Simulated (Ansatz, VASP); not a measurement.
**Two plane-wave programs on W2Cl3**

```
W Cl
1.0
     3.02181    0.00000    0.00000
    -1.51090    2.61696    0.00000
     0.00000    0.00000   13.62767
W Cl
2 3
Direct
  0.00000 0.00000 0.95648
  0.00000 0.00000 0.52771
  0.33333 0.66667 0.08340
  0.33333 0.66667 0.65724
  0.66667 0.33333 0.39516
```

Change from the starting cell: ordered vacancies on the anion sites of cadmium iodide (P3m1, No. 156).

Alike in both runs: functional PBE; k mesh 12 × 12 × 4; occupations gaussian, width 0.1 eV; no spin polarisation.

Ansatz relaxed the structure, and its values are those at the end. VASP's run is a single point on that final structure, the one shown.

|  | VASP | Ansatz |
| --- | --- | --- |
| version | VASP 6.6.1 | Ansatz 0.2.0 |
| potentials or method | VASP PAW PBE potentials, release 64 (W_sv, Cl), cutoff 520 eV | scalar-relativistic, plane waves, PAW |
| valence electrons in the cell | 49 | 49 |

```csv
,VASP,Ansatz,Ansatz less VASP
gap on the k mesh at the Fermi level (eV),none,none,-
pressure (GPa),0.1,0.0,-0.10
rms of the force components (eV/Å),0.022,0.000,-0.0221
```

A gap of «none» marks a metal or a gap that the smearing closes.

Spin-orbit coupling is off throughout.
